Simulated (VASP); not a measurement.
Set up this calculation in VASP 6.6.1, as the native input.

```yaml
Task: single point
Functional: r2SCAN
Potentials_or_basis: VASP PAW PBE potentials, release 64 (Mg, Si)
Cutoff: 660 eV
k_mesh: 6 × 6 × 6
Occupations: gaussian, width 0.01 eV
Spin: no spin polarisation
Dipole_correction: no
Further_INCAR_settings: ALGO = Normal; EDIFF = 1e-06; NBANDS = 11
```

Mg2Si:

```
Mg Si
1.0
     0.00000    3.16897    3.16897
     3.16897    0.00000    3.16897
     3.16897    3.16897    0.00000
Mg Si
2 1
Cartesian
  1.5845 1.5845 1.5845
  4.7535 4.7535 4.7535
  0.0000 0.0000 0.0000
```

These files were run (other wordings do the same):

POSCAR

```
Mg2Si
1.0
    0.0000000000      3.1689705497      3.1689705497
    3.1689705497      0.0000000000      3.1689705497
    3.1689705497      3.1689705497      0.0000000000
Mg Si
2 1
Direct
    0.2500000000      0.2500000000      0.2500000000
    0.7500000000      0.7500000000      0.7500000000
    0.0000000000      0.0000000000      0.0000000000
```

INCAR.step1

```
PREC = Accurate
ENCUT = 660
ISMEAR = 0
SIGMA = 0.01
LREAL = F
LASPH = T
NELM = 120
NBANDS = 11
GGA = PE
ALGO = Normal
EDIFF = 1E-5
LWAVE = T
LCHARG = F
GGA_COMPAT = F
```

INCAR.step2

```
PREC = Accurate
ENCUT = 660
EDIFF = 1E-6
ISMEAR = 0
SIGMA = 0.01
LREAL = F
LASPH = T
NELM = 120
ALGO = Normal
ISIF = 2
LWAVE = F
LCHARG = F
METAGGA = R2SCAN
LMIXTAU = T
NBANDS = 11
ISTART = 1
GGA_COMPAT = F
```

KPOINTS

```
Automatic mesh
0
Gamma
  6 6 6
```

Potentials or basis: VASP PAW PBE potentials, release 64 (Mg, Si).

Launch:

```bash
$ cat potpaw_PBE.64/Mg/POTCAR potpaw_PBE.64/Si/POTCAR > POTCAR
$ cp INCAR.step1 INCAR
$ mpirun -np 1 vasp_std > vasp.out
$ cp INCAR.step2 INCAR
$ mpirun -np 1 vasp_std > vasp.out
```

Results of the run:

```
Pressure               : -0.3 GPa
Band gap on the k mesh : 0.44 eV (least direct gap 2.48 eV)
```

Caveat: the PAW data sets were made with another functional, which shifts forces and pressure a little.

It took 89 s on 1 thread of Intel(R) Xeon(R) Platinum 8559C (Emerald Rapids), on a shared host, peak memory 0.25 GiB.
